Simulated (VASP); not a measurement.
Write the native input for VASP 6.6.1 that does the following.

- Task: single point
- Functional: LDA
- Potentials or basis: VASP PAW LDA potentials, release 64 (Re)
- Cutoff: 520 eV
- k mesh: 14 × 14 × 14
- Occupations: fermi-dirac, width 0.1 eV
- Spin: no spin polarisation
- Dipole correction: no
- Further INCAR settings: ALGO = Normal; EDIFF = 1e-06; NBANDS = 10

The structure of Re lies in POSCAR:

```
Re
1.0
    2.5051730820      0.0000000000      0.0000000000
    0.0000000000      2.5051730820      0.0000000000
    0.0000000000      0.0000000000      2.5051730820
Re
1
Direct
    0.0000000000      0.0000000000      0.0000000000
```

This isn't the form of Re at room conditions, which is hcp.

One way to write it, as run:

INCAR

```
PREC     = Accurate       # precision mode
ENCUT    = 520            # plane-wave cutoff, eV
EDIFF    = 1E-6           # SCF threshold, eV
ISMEAR   = -1             # smearing method
SIGMA    = 0.1            # smearing width, eV
LREAL    = False          # projectors in reciprocal space
LASPH    = True           # aspherical terms in the spheres
NELM     = 60             # most SCF steps
ALGO     = Normal         # electronic algorithm
ISIF     = 2              # what is computed and relaxed
LWAVE    = False          # write WAVECAR
LCHARG   = False          # write CHGCAR
GGA      = CA             # functional
NBANDS   = 10             # bands
```

KPOINTS

```
regular mesh
0
Gamma
  14 14 14
```

Potentials or basis: VASP PAW LDA potentials, release 64 (Re).

Command:

```bash
$ cat potpaw_LDA.64/Re/POTCAR > POTCAR
$ mpirun -np 1 vasp_std > vasp.out
```

It gave:

```
Pressure               : 12.5 GPa
Band gap on the k mesh : zero (an odd number of electrons rules out a gap without spin polarisation)
```

Caveat: the cell stands under pressure; spin-orbit coupling is left out, which moves the levels of the heavy elements.

Wall time 25 s on 1 thread of Intel Xeon 8259CL, on a shared host, peak memory 0.13 GiB.
